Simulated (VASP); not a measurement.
Here is a VASP 6.6.1 calculation.

File POSCAR:

```
TaN
1.0
    2.9217699809      0.0000000000      0.0000000000
   -1.4608849905      2.5303270275      0.0000000000
    0.0000000000      0.0000000000      5.9165150000
Ta N
2 2
Direct
    0.0000000000      0.0000000000      0.5000000000
    0.0000000000      0.0000000000      0.0000000000
    0.3333333333      0.6666666667      0.2500000000
    0.6666666667      0.3333333333      0.7500000000
```

The input INCAR.step1:

```
SYSTEM = TaN
ALGO = Normal ; EDIFF = 1E-5
ENCUT = 580 ; GGA = PE
GGA_COMPAT = .False. ; ISIF = 2
ISMEAR = -1 ; LASPH = .True.
LCHARG = .False. ; LREAL = .False.
LWAVE = .True. ; NBANDS = 26
NELM = 120 ; PREC = Accurate
SIGMA = 0.05
```

INCAR.step2

```
SYSTEM = TaN
AEXX = 0.1 ; ALGO = Normal
EDIFF = 1E-6 ; ENCUT = 580
GGA_COMPAT = .False. ; ISIF = 2
ISMEAR = -1 ; ISTART = 1
LASPH = .True. ; LCHARG = .False.
LHFCALC = .True. ; LMIXTAU = .True.
LREAL = .False. ; LWAVE = .False.
METAGGA = R2SCAN ; NBANDS = 26
NELM = 120 ; PREC = Accurate
PRECFOCK = Normal ; SIGMA = 0.05
```

The input KPOINTS:

```
k-points
0
Gamma
  5 5 3
  0 0 0
```

Potentials or basis: VASP PAW PBE potentials, release 64 (Ta_sv_GW, N).

Run with:

```sh
$ cat potpaw_PBE.64/Ta_sv_GW/POTCAR potpaw_PBE.64/N/POTCAR > POTCAR
$ cp INCAR.step1 INCAR
$ mpirun -np 1 vasp_std > vasp.out
$ cp INCAR.step2 INCAR
$ mpirun -np 1 vasp_std > vasp.out
```

Task: What does it give for the band gap on the k mesh?

Result: Zero (bands 18 and 19 overlap by 1.29 eV).

Task: What does it give for the pressure?

Result: -9.2 GPa.

Stress tensor (GPa, compression positive):
```
 -7.55   0.00   0.00
  0.00  -7.55   0.00
  0.00   0.00 -12.39
```

Caveat: the k points lie up to 0.50 Å⁻¹ apart, too coarse for converged energies and pressures of a metal; the PAW data sets were made with another functional, which shifts forces and pressure a little; spin-orbit coupling is left out, which moves the levels of the heavy elements.
